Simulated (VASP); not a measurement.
# AlGa3N4 (P-43m) in VASP: a series of runs

The runs below take AlGa3N4 through single point, with PBEsol.

Program: VASP 6.6.1. These are calculated values, not measurements. Logs are shortened: lines on timing, memory, paths and dates and some standing lists are left out, and cuts for length are marked.

## Step 1: The cell of the first run

The structure is cubic, space group P-43m (No. 215). The conventional cell has a = 4.244 Å, b = 4.244 Å, c = 4.244 Å, α = 90.00°, β = 90.00°, γ = 90.00°. Within 2.4 Å of Al (site symmetry -43m) lie 4 N at 1.80 Å. Ga (site symmetry -42m) has 4 N at 1.85 Å within 2.5 Å. N (site symmetry 3m) has 1 Al at 1.80 Å and 3 Ga at 1.85 Å within 2.4 Å.

## Step 2: Single point, PBEsol (strain -0.050 along x and y, -0.050 along z)

INCAR reads:

```
SYSTEM = AlGa3N4
ALGO = Normal
EDIFF = 1E-6
ENCUT = 520
GGA = PS
ISIF = 2
ISMEAR = 0
LASPH = .True.
LCHARG = .True.
LELF = .True.
LREAL = .False.
LVHAR = .True.
LWAVE = .False.
NBANDS = 41
NELM = 60
PREC = Accurate
SIGMA = 0.05
```

KPOINTS reads:

```
k-points
0
Gamma
  6 6 6
  0 0 0
```

POSCAR reads:

```
AlGa3N4
1.0
    4.2442465439      0.0000000000      0.0000000000
    0.0000000000      4.2442465439      0.0000000000
    0.0000000000      0.0000000000      4.2442465439
Al Ga N
1 3 4
Direct
    0.0000000000      0.0000000000      0.0000000000
    0.5000000000      0.5000000000      0.0000000000
    0.5000000000      0.0000000000      0.5000000000
    0.0000000000      0.5000000000      0.5000000000
    0.7550309200      0.7550309200      0.2449690800
    0.7550309200      0.2449690800      0.7550309200
    0.2449690800      0.7550309200      0.7550309200
    0.2449690800      0.2449690800      0.2449690800
```

Potentials or basis: VASP PAW PBE potentials, release 64 (Al, Ga_d, N).

The run is started by

```console
> cat potpaw_PBE.64/Al/POTCAR potpaw_PBE.64/Ga_d/POTCAR potpaw_PBE.64/N/POTCAR > POTCAR
> mpirun -np 1 vasp_std > vasp.out
```

OUTCAR:

```text
SYSTEM = AlGa3N4
   EDIFF = 1E-6
   ENCUT = 520
   GGA = PS
   ISIF = 2
   ISMEAR = 0
   LASPH = .True.
   LREAL = .False.
   NELM = 60
   PREC = Accurate

 ion  position               nearest neighbor table
   1  0.000  0.000  0.000-   5 1.80   6 1.80   7 1.80   8 1.80   3 3.00   4 3.00   2 3.00   3 3.00
                             4 3.00   2 3.00   4 3.00   4 3.00   2 3.00   3 3.00   3 3.00   2 3.00
   2  0.500  0.500  0.000-   5 1.85   6 1.85   7 1.85   8 1.85   1 3.00   1 3.00   1 3.00   1 3.00

   3  0.500  0.000  0.500-   5 1.85   6 1.85   7 1.85   8 1.85   1 3.00   1 3.00   1 3.00   1 3.00

   4  0.000  0.500  0.500-   5 1.85   6 1.85   7 1.85   8 1.85   1 3.00   1 3.00   1 3.00   1 3.00

   5  0.755  0.755  0.245-   1 1.80   2 1.85   3 1.85   4 1.85
   6  0.755  0.245  0.755-   1 1.80   2 1.85   3 1.85   4 1.85
   7  0.245  0.755  0.755-   1 1.80   2 1.85   3 1.85   4 1.85
   8  0.245  0.245  0.245-   1 1.80   2 1.85   3 1.85   4 1.85

  LATTYP: Found a simple cubic cell.
 ALAT       =     4.2442465439

  Lattice vectors:

 A1 = (   4.2442465439,   0.0000000000,   0.0000000000)
 A2 = (   0.0000000000,   4.2442465439,   0.0000000000)
 A3 = (   0.0000000000,   0.0000000000,   4.2442465439)

Analysis of symmetry for initial positions (statically):
=====================================================================
 Subroutine PRICEL returns:
 Original cell was already a primitive cell.

 Routine SETGRP: Setting up the symmetry group for a
 simple cubic supercell.

 Subroutine GETGRP returns: Found 24 space group operations
 (whereof 24 operations were pure point group operations)
 out of a pool of 48 trial point group operations.

The static configuration has the point symmetry T_d .

Analysis of symmetry for dynamics (positions and initial velocities):
=====================================================================
 Subroutine PRICEL returns:
 Original cell was already a primitive cell.

 Routine SETGRP: Setting up the symmetry group for a
 simple cubic supercell.

 Subroutine GETGRP returns: Found 24 space group operations
 (whereof 24 operations were pure point group operations)
 out of a pool of 48 trial point group operations.

The dynamic configuration has the point symmetry T_d .

 Subroutine INISYM returns: Found 24 space group operations
 (whereof 24 operations are pure point group operations),
 and found     1 'primitive' translations

----------------------------------------------------------------------------------------

                                     Primitive cell

  volume of cell :      76.4543

  direct lattice vectors                    reciprocal lattice vectors
     4.244246544  0.000000000  0.000000000     0.235613080  0.000000000  0.000000000
     0.000000000  4.244246544  0.000000000     0.000000000  0.235613080  0.000000000
     0.000000000  0.000000000  4.244246544     0.000000000  0.000000000  0.235613080

  length of vectors
     4.244246544  4.244246544  4.244246544     0.235613080  0.235613080  0.235613080

  position of ions in fractional coordinates (direct lattice)
     0.000000000  0.000000000  0.000000000
     0.500000000  0.500000000  0.000000000
     0.500000000  0.000000000  0.500000000
     0.000000000  0.500000000  0.500000000
     0.755030920  0.755030920  0.244969080
     0.755030920  0.244969080  0.755030920
     0.244969080  0.755030920  0.755030920
     0.244969080  0.244969080  0.244969080

  ion indices of the primitive-cell ions
   primitive index   ion index
                 1           1
                 2           2
                 3           3
                 4           4
                 5           5
                 6           6
                 7           7
                 8           8

----------------------------------------------------------------------------------------

 KPOINTS: k-points

Automatic generation of k-mesh.
 Grid dimensions read from file:
 generate k-points for:    6    6    6

 Generating k-lattice:

  Cartesian coordinates                     Fractional coordinates (reciprocal lattice)
     0.039268847  0.000000000  0.000000000     0.166666667  0.000000000  0.000000000
     0.000000000  0.039268847  0.000000000     0.000000000  0.166666667  0.000000000
     0.000000000  0.000000000  0.039268847     0.000000000  0.000000000  0.166666667

  Length of vectors
     0.039268847  0.039268847  0.039268847

  Shift w.r.t. Gamma in fractional coordinates (k-lattice)
     0.000000000  0.000000000  0.000000000

 Subroutine IBZKPT returns following result:
 ===========================================

 Found     20 irreducible k-points:

 Following reciprocal coordinates:
            Coordinates               Weight
  0.000000  0.000000  0.000000      1.000000
  0.166667  0.000000  0.000000      6.000000
  0.333333  0.000000  0.000000      6.000000
  0.500000  0.000000  0.000000      3.000000
  0.166667  0.166667  0.000000     12.000000
  0.333333  0.166667  0.000000     24.000000
[... 12 lines left out ...]
  0.500000  0.500000  0.333333      6.000000
  0.500000  0.500000  0.500000      1.000000
   k-points           NKPTS =     20   k-points in BZ     NKDIM =     20   number of bands    NBANDS=     41
   number of dos      NEDOS =    301   number of ions     NIONS =      8
   total plane-waves  NPLWV =  32768
   dimension x,y,z NGX =    32 NGY =   32 NGZ =   32
   dimension x,y,z NGXF=    64 NGYF=   64 NGZF=   64
   ions per type =               1   3   4
   NGX,Y,Z   is equivalent  to a cutoff of  12.53, 12.53, 12.53 a.u.
   NGXF,Y,Z  is equivalent  to a cutoff of  25.07, 25.07, 25.07 a.u.
 SYSTEM =  AlGa3N4
   PREC   = accura    normal or accurate (medium, high low for compatibility)
   ISTART =      0    job   : 0-new  1-cont  2-samecut
   ICHARG =      2    charge: 1-file 2-atom 10-const
   ISPIN  =      1    spin polarized calculation?
   LNONCOLLINEAR =      F non collinear calculations
   LSORBIT =      F    spin-orbit coupling
   LASPH  =      T    aspherical Exc in radial PAW
   ENCUT  =  520.0 eV  38.22 Ry    6.18 a.u.   7.89  7.89  7.89*2*pi/ulx,y,z
   NELM   =     60;   NELMIN=  2; NELMDL= -5     # of ELM steps
   EDIFF  = 0.1E-05   stopping-criterion for ELM
   LREAL  =      F    real-space projection
   EDIFFG = 0.1E-04   stopping-criterion for IOM
   NSW    =      0    number of steps for IOM
   IBRION =     -1    ionic relax: 0-MD 1-quasi-New 2-CG
   NFREE  =      0    steps in history (QN), initial steepest desc. (CG)
   ISIF   =      2    stress and relaxation
   ISYM   =      2    0-nonsym 1-usesym 2-fastsym
   POTIM  = 0.5000    time-step for ionic-motion
   TEBEG  =    0.0;   TEEND  =   0.0 temperature during run
   PSTRESS=    0.0 pullay stress
   NELECT =      62.0000    total number of electrons
   NUPDOWN=      -1.0000    fix difference up-down
   EMIN   =  10.00;   EMAX   =-10.00  energy-range for DOS
   EFERMI =   0.00;   METHOD = LEGACY
   ISMEAR =     0;   SIGMA  =   0.05  broadening in eV -4-tet -1-fermi 0-gaus
   EFERMI_NEDOS =   21; number of points for ismear=-14 and -15
   IALGO  =     38    algorithm
   IMIX   =      4    mixing-type and parameters
     AMIX     =   0.40;   BMIX     =  1.00
     AMIX_MAG =   1.60;   BMIX_MAG =  1.00
  volume/ion in A,a.u.               =       9.56        64.49
  Fermi-wavevector in a.u.,A,eV,Ry     =   1.526645  2.884941 31.710359  2.330646
  Thomas-Fermi vector in A             =   2.634650
   LORBIT       =      0    0 simple, 1 ext, 2 COOP (PROOUT), +10 PAW based schemes
   GGA     = PS    functional components
   LHFCALC =     F    Hartree Fock is set to
   AEXX    =    0.0000 exact exchange contribution
   IVDW    =     0    specifies the selected vdW correction
   LEPSILON=     F    determine dielectric tensor
   LRPA    =     F    only Hartree local field effects (RPA)
 non-spin polarized calculation
 Gauss-broadening in eV      SIGMA  =   0.05
  energy-cutoff  :      520.00
  volume of cell :       76.45
 maximum number of plane-waves:      2103
 NGX is ok and might be reduce to    32
   NGX = 15   NGY = 15   NGZ = 15

 number of electron      61.9999982 magnetization

 Free energy of the ion-electron system (eV)
  ---------------------------------------------------
  ext. energy  EPLUGINS =         0.00000000
  ---------------------------------------------------
  free energy    TOTEN  =       -53.55932934 eV

  energy without entropy =      -53.55932934  energy(sigma->0) =      -53.55932934

 E-fermi :   7.3281     XC(G=0): -12.5581

 val. band max:        7.0605754810   @ k =   0.0000   0.0000   0.0000
 cond. band min:      10.4599296285   @ k =   0.0000   0.0000   0.0000
 fundamental gap:      3.3993541475
 Fermi energy:         7.3281419718

 k-point     1 :       0.0000    0.0000    0.0000
  band No.  band energies     occupation
      1      -9.9501      2.00000
      2      -7.9950      2.00000
      3      -7.9950      2.00000
      4      -7.9950      2.00000
      5      -6.2340      2.00000
      6      -6.1592      2.00000
[... 33 lines left out ...]
     40      18.9606      0.00000
     41      18.9608      0.00000

 k-point     2 :       0.1667    0.0000    0.0000
  band No.  band energies     occupation
      1      -9.8065      2.00000
      2      -8.0767      2.00000
      3      -7.9983      2.00000
      4      -7.9983      2.00000
      5      -6.2191      2.00000
      6      -6.1540      2.00000
[... 33 lines left out ...]
     40      19.2104      0.00000
     41      19.2452      0.00000

 k-point     3 :       0.3333    0.0000    0.0000
  band No.  band energies     occupation
      1      -9.4066      2.00000
      2      -8.3599      2.00000
      3      -8.0053      2.00000
      4      -8.0053      2.00000
      5      -6.1893      2.00000
      6      -6.1295      2.00000
[... 699 lines left out ...]
      2      -8.3113      2.00000
      3      -8.3113      2.00000
      4      -8.2935      2.00000
      5      -6.1655      2.00000
      6      -6.1655      2.00000
[... 33 lines left out ...]
     40      18.0301      0.00000
     41      18.3342      0.00000

 k-point    20 :       0.5000    0.5000    0.5000
  band No.  band energies     occupation
      1      -8.4767      2.00000
      2      -8.2995      2.00000
      3      -8.2995      2.00000
      4      -8.2995      2.00000
      5      -6.1708      2.00000
      6      -6.1708      2.00000
[... 33 lines left out ...]
     40      17.6643      0.00000
     41      17.6643      0.00000

------------------------ aborting loop because EDIFF is reached ----------------------------------------

  FORCE on cell =-STRESS in cart. coord.  units (eV):
  Direction    XX          YY          ZZ          XY          YZ          ZX
  --------------------------------------------------------------------------------------
  -------------------------------------------------------------------------------------
  Total       19.3585621     19.3585621     19.3585621     -0.0000000      0.0000000     -0.0000000
  in kB      405.6783847    405.6783847    405.6783847     -0.0000000      0.0000000     -0.0000000
  external PRESSURE =     405.6783847 kB  Pullay stress =       0.0000000 kB

 VOLUME and BASIS-vectors are now :
 -----------------------------------------------------------------------------
  energy-cutoff  :      520.00
  volume of cell :       76.45
      direct lattice vectors                 reciprocal lattice vectors
     4.244246544  0.000000000  0.000000000     0.235613080  0.000000000  0.000000000
     0.000000000  4.244246544  0.000000000     0.000000000  0.235613080  0.000000000
     0.000000000  0.000000000  4.244246544     0.000000000  0.000000000  0.235613080

 POSITION                                       TOTAL-FORCE (eV/Angst)
 -----------------------------------------------------------------------------------
      0.00000      0.00000      0.00000        -0.000000      0.000000     -0.000000
      2.12212      2.12212      0.00000        -0.000000      0.000000      0.000000
      2.12212      0.00000      2.12212        -0.000000      0.000000      0.000000
      0.00000      2.12212      2.12212        -0.000000      0.000000     -0.000000
      3.20454      3.20454      1.03971         0.023980      0.023980     -0.023980
      3.20454      1.03971      3.20454         0.023980     -0.023980      0.023980
      1.03971      3.20454      3.20454        -0.023980      0.023980      0.023980
      1.03971      1.03971      1.03971        -0.023980     -0.023980     -0.023980
 -----------------------------------------------------------------------------------
    total drift:                               -0.000000     -0.000000     -0.000000

  FREE ENERGIE OF THE ION-ELECTRON SYSTEM (eV)
  ---------------------------------------------------
  free  energy   TOTEN  =       -53.5593293428 eV

  energy  without entropy=      -53.5593293428  energy(sigma->0) =      -53.55932934
```

It took 2.3 min on 1 thread of Intel Xeon 8259CL, shared host; peak memory 0.21 GiB.

Results:

| Quantity | Value |
| --- | --- |
| Free energy | -53.5593 eV |
| Pressure | 40.6 GPa |
| Largest force | 0.042 eV/Å |
| Band gap on the k mesh | 3.40 eV |

Forces on the atoms (eV/Å):
```
Al   0.000  0.000  0.000
Ga   0.000  0.000  0.000
Ga   0.000  0.000  0.000
Ga   0.000  0.000  0.000
N    0.024  0.024 -0.024
N    0.024 -0.024  0.024
N   -0.024  0.024  0.024
N   -0.024 -0.024 -0.024
```

Caveat: the cell differs from its parent crystal (strain -0.050 along x and y, -0.050 along z); the cell stands under pressure; the PAW data sets were made with another functional, which shifts forces and pressure a little. A k mesh can miss the band edges.

## Step 3: Single point, PBEsol (strain -0.025 along x and y, -0.025 along z)

INCAR reads:

```
PREC = Accurate
ENCUT = 520
EDIFF = 1E-6
ISMEAR = 0
SIGMA = 0.05
LREAL = False
LASPH = True
NELM = 100
ALGO = Normal
ISIF = 2
LWAVE = False
LCHARG = False
GGA = PS
NBANDS = 41
```

KPOINTS reads:

```
regular mesh
0
Gamma
  6 6 6
```

POSCAR: that of step 2 with these lines changed.

```diff
@@ -2,5 +2,5 @@
 1.0
-    4.2442465439      0.0000000000      0.0000000000
-    0.0000000000      4.2442465439      0.0000000000
-    0.0000000000      0.0000000000      4.2442465439
+    4.3559372424      0.0000000000      0.0000000000
+    0.0000000000      4.3559372424      0.0000000000
+    0.0000000000      0.0000000000      4.3559372424
 Al Ga N
```

Potentials or basis: VASP PAW PBE potentials, release 64 (Al, Ga_d, N).

The run is started by

```console
> cat potpaw_PBE.64/Al/POTCAR potpaw_PBE.64/Ga_d/POTCAR potpaw_PBE.64/N/POTCAR > POTCAR
> mpirun -np 1 vasp_std > vasp.out
```

OUTCAR:

```text
PREC = Accurate
   ENCUT = 520
   EDIFF = 1E-6
   ISMEAR = 0
   LREAL = False
   LASPH = True
   NELM = 100
   ISIF = 2
   GGA = PS

 ion  position               nearest neighbor table
   1  0.000  0.000  0.000-   5 1.85   6 1.85   7 1.85   8 1.85   3 3.08   4 3.08   2 3.08   3 3.08
                             4 3.08   2 3.08   4 3.08   4 3.08   2 3.08   3 3.08   3 3.08   2 3.08
   2  0.500  0.500  0.000-   5 1.90   6 1.90   7 1.90   8 1.90   1 3.08   1 3.08   1 3.08   1 3.08
[... 1093 lines left out ...]
  Total        8.7292552      8.7292552      8.7292552      0.0000000      0.0000000      0.0000000
  in kB      169.2165861    169.2165861    169.2165861      0.0000000      0.0000000      0.0000000
  external PRESSURE =     169.2165861 kB  Pullay stress =       0.0000000 kB

 VOLUME and BASIS-vectors are now :
 -----------------------------------------------------------------------------
  energy-cutoff  :      520.00
  volume of cell :       82.65
      direct lattice vectors                 reciprocal lattice vectors
     4.355937242  0.000000000  0.000000000     0.229571719  0.000000000  0.000000000
     0.000000000  4.355937242  0.000000000     0.000000000  0.229571719  0.000000000
     0.000000000  0.000000000  4.355937242     0.000000000  0.000000000  0.229571719

 POSITION                                       TOTAL-FORCE (eV/Angst)
 -----------------------------------------------------------------------------------
      0.00000      0.00000      0.00000        -0.000000     -0.000000     -0.000000
      2.17797      2.17797      0.00000        -0.000000     -0.000000      0.000000
      2.17797      0.00000      2.17797        -0.000000     -0.000000      0.000000
      0.00000      2.17797      2.17797        -0.000000     -0.000000      0.000000
      3.28887      3.28887      1.06707         0.002020      0.002020     -0.002020
      3.28887      1.06707      3.28887         0.002020     -0.002020      0.002020
      1.06707      3.28887      3.28887        -0.002020      0.002020      0.002020
      1.06707      1.06707      1.06707        -0.002020     -0.002020     -0.002020
 -----------------------------------------------------------------------------------
    total drift:                                0.000000      0.000000     -0.000000

  FREE ENERGIE OF THE ION-ELECTRON SYSTEM (eV)
  ---------------------------------------------------
  free  energy   TOTEN  =       -54.6457099619 eV

  energy  without entropy=      -54.6457099619  energy(sigma->0) =      -54.64570996
```

OSZICAR:

```text
N       E                     dE             d eps       ncg     rms          rms(c)
DAV:   1     0.644296551694E+03    0.64430E+03   -0.27580E+04  1849   0.261E+03
DAV:   2     0.545573994702E+02   -0.58974E+03   -0.54965E+03  1736   0.641E+02
DAV:   3    -0.555137243944E+02   -0.11007E+03   -0.10603E+03  1881   0.197E+02
DAV:   4    -0.628915410480E+02   -0.73778E+01   -0.73150E+01  2223   0.543E+01
DAV:   5    -0.631066257932E+02   -0.21508E+00   -0.21488E+00  2192   0.890E+00    0.157E+01
DAV:   6    -0.545191471471E+02    0.85875E+01   -0.23021E+01  3057   0.631E+01    0.466E+00
DAV:   7    -0.547425907202E+02   -0.22344E+00   -0.45451E+00  1959   0.118E+01    0.406E+00
DAV:   8    -0.546871044245E+02    0.55486E-01   -0.58744E-01  2444   0.934E+00    0.113E+00
DAV:   9    -0.546447212949E+02    0.42383E-01   -0.16871E-01  2770   0.595E+00    0.404E-01
DAV:  10    -0.546456268444E+02   -0.90555E-03   -0.18012E-02  1964   0.843E-01    0.123E-01
DAV:  11    -0.546457233340E+02   -0.96490E-04   -0.17377E-03  2726   0.599E-01    0.364E-02
DAV:  12    -0.546457057505E+02    0.17583E-04   -0.39414E-04  2684   0.265E-01    0.138E-02
DAV:  13    -0.546457113710E+02   -0.56205E-05   -0.47474E-05  2071   0.482E-02    0.102E-02
DAV:  14    -0.546457099455E+02    0.14255E-05   -0.46470E-06  2010   0.280E-02    0.231E-03
DAV:  15    -0.546457099619E+02   -0.16361E-07   -0.13368E-06  1340   0.726E-03
   1 F= -.54645710E+02 E0= -.54645710E+02  d E =-.185923E-14
```

stdout:

```text
POSCAR found type information on POSCAR AlGaN
 POSCAR found :  3 types and       8 ions
 scaLAPACK will be used
 -----------------------------------------------------------------------------
|                                                                             |
|                                                                             |
|     You enforced a specific xc type in the INCAR file but a different       |
|     I HOPE YOU KNOW WHAT YOU ARE DOING!                                     |
|                                                                             |
 -----------------------------------------------------------------------------

 LDA part: xc-table for (Slater+PW92), standard interpolation
 POSCAR, INCAR and KPOINTS ok, starting setup
 FFT: planning ... GRIDC
 FFT: planning ... GRID_SOFT
 FFT: planning ... GRID
 WAVECAR not read
 entering main loop
```

Run time: 2.4 min. Hardware: 1 thread of Intel Xeon 8259CL, shared host; peak memory 0.21 GiB.

Results:

```yaml
Free_energy: -54.6457 eV
Pressure: 16.9 GPa
Largest_force: 0.003 eV/Å
Band_gap_on_the_k_mesh: 2.84 eV
```

Forces on the atoms (eV/Å):
```
Al   0.000  0.000  0.000
Ga   0.000  0.000  0.000
Ga   0.000  0.000  0.000
Ga   0.000  0.000  0.000
N    0.002  0.002 -0.002
N    0.002 -0.002  0.002
N   -0.002  0.002  0.002
N   -0.002 -0.002 -0.002
```

Caveat: the cell differs from its parent crystal (strain -0.025 along x and y, -0.025 along z); the cell stands under pressure; the PAW data sets were made with another functional, which shifts forces and pressure a little.
